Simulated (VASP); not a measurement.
**CoO: single point with PBE**

The system is CoO.

```xyz
2
Lattice="-1.4772 1.4772 2.0642 1.4772 -1.4772 2.0642 1.4772 1.4772 -2.0642" Properties=species:S:1:pos:R:3 pbc="T T T"
Co    0.0000    0.0000    0.0000
O     0.0000    0.0000    2.0642
```

```yaml
Program: VASP 6.6.1
Task: single point
Functional: PBE
Potentials_or_basis: VASP PAW PBE potentials, release 64 (Co, O)
Cutoff: 520 eV
k_mesh: 12 × 12 × 12
Occupations: fermi-dirac, width 0.05 eV
Spin: collinear spin, ferromagnetic start
Starting_moments: "[3.0, 0.0] μB"
```

The pressure is 9.8 GPa and the net moment is 2.59 μB per cell. The site moments are Co +2.33; O +0.22 μB and the valence electrons inside the program's atomic spheres are Co 7.94; O 5.01.

Stress tensor (GPa, compression positive):
```
 9.47  0.00  0.00
 0.00  9.47  0.00
 0.00  0.00 10.35
```

Levels at points of the mesh, in eV from the Fermi level:
Spin up:
```tsv
k point	band 5	band 6	band 7	band 8	band 9	band 10	band 11	band 12	band 13	band 14
(0.00, 0.00, 0.00)	-3.16	-3.16	-3.05	-3.05	-2.93	1.40	17.07	18.72	18.72	18.75
(0.50, 0.00, 0.00)	-2.17	-2.14	-1.60	0.33	0.41	5.23	10.02	13.79	14.08	21.46
(0.50, 0.50, 0.00)	-4.04	-2.76	-2.12	-1.85	-1.80	6.40	10.21	12.11	16.53	16.74
(0.50, 0.50, 0.50)	-3.98	-2.73	-2.12	-1.86	-1.86	6.40	10.36	11.98	16.49	16.49
```
Spin down:
| k point | band 4 | band 5 | band 6 | band 7 | band 8 | band 9 |
| --- | --- | --- | --- | --- | --- | --- |
| (0.00, 0.00, 0.00) | -3.01 | -1.29 | -1.29 | -1.24 | -0.08 | -0.05 |
| (0.50, 0.00, 0.00) | -5.21 | -0.20 | -0.16 | 0.15 | 2.78 | 2.84 |
| (0.50, 0.50, 0.00) | -4.28 | -2.54 | 0.09 | 0.13 | 0.45 | 1.07 |
| (0.50, 0.50, 0.50) | -4.37 | -2.55 | 0.12 | 0.12 | 0.51 | 1.04 |

Run time: 120 s on 1 thread of Intel Xeon 8259CL, on a shared host, peak memory 0.22 GiB.

Caveat: the cell stands under pressure; a cell with one magnetic atom can't hold antiferromagnetic order, which such compounds often take; semilocal functionals often make such compounds metallic where correlation or magnetic order opens a gap, which also shifts bond lengths. With open d or f shells a metallic result of PBE can be an artefact of self-interaction; +U or a hybrid may open a gap.
